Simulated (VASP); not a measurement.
Wanted: the native input for a VASP 6.6.1 run.

```yaml
Task: relaxation of cell and atoms
Functional: PBE
Potentials_or_basis: VASP PAW PBE potentials, release 64 (Cu, Au)
Cutoff: 600 eV
k_mesh: 12 × 12 × 12
Occupations: gaussian, width 0.1 eV
Spin: no spin polarisation
Dipole_correction: no
Further_INCAR_settings: ALGO = Normal; EDIFF = 1e-07; IBRION = 2; EDIFFG = -0.005; NSW = 100; ISIF = 3
```

The structure of Cu3Au lies in POSCAR:

```
Cu3Au
1.0
    3.7353875600      0.0000000000      0.0000000000
    0.0000000000      3.7353875600      0.0000000000
    0.0000000000      0.0000000000      3.7353875600
Cu Au
3 1
Direct
    0.0000000000      0.5000000000      0.5000000000
    0.5000000000      0.5000000000      0.0000000000
    0.5000000000      0.0000000000      0.5000000000
    0.0000000000      0.0000000000      0.0000000000
```

One way to write it, as run:

INCAR

```
ALGO = Normal
EDIFF = 1E-7
EDIFFG = -0.005
ENCUT = 600
GGA = PE
GGA_COMPAT = F
IBRION = 2
ISIF = 3
ISMEAR = 0
LASPH = T
LCHARG = F
LREAL = F
LWAVE = F
NELM = 120
NELMIN = 4
NSW = 100
PREC = Accurate
SIGMA = 0.1
```

KPOINTS

```
k-points
0
Gamma
  12 12 12
```

Potentials or basis: VASP PAW PBE potentials, release 64 (Cu, Au).

Run with:

```console
$ cat potpaw_PBE.64/Cu/POTCAR potpaw_PBE.64/Au/POTCAR > POTCAR
$ mpirun -np 1 vasp_std > vasp.out
```

It gave:

```yaml
Relaxed_volume: 13.53 Å³/atom
Relaxed_cell: a = 3.783 Å, b = 3.783 Å, c = 3.783 Å, α = 90.00°, β = 90.00°, γ = 90.00°
Space_group_after_relaxing_to_0.05_Å: Pm-3m (No. 221)
Energy_gained_by_relaxing: 8.9 meV/atom
Ionic_steps: 3
Pressure_after_relaxing: 0.0 GPa
Band_gap_on_the_k_mesh: zero (band 22 reaches 9.20 eV, above the bottom of band 23 at 6.95 eV)
```

Caveat: spin-orbit coupling is left out, which moves the levels of the heavy elements.

Wall time 5.3 min on 1 thread of AMD EPYC 7R43 64-Core Processor (Zen 3) (shared host), peak memory 0.23 GiB.
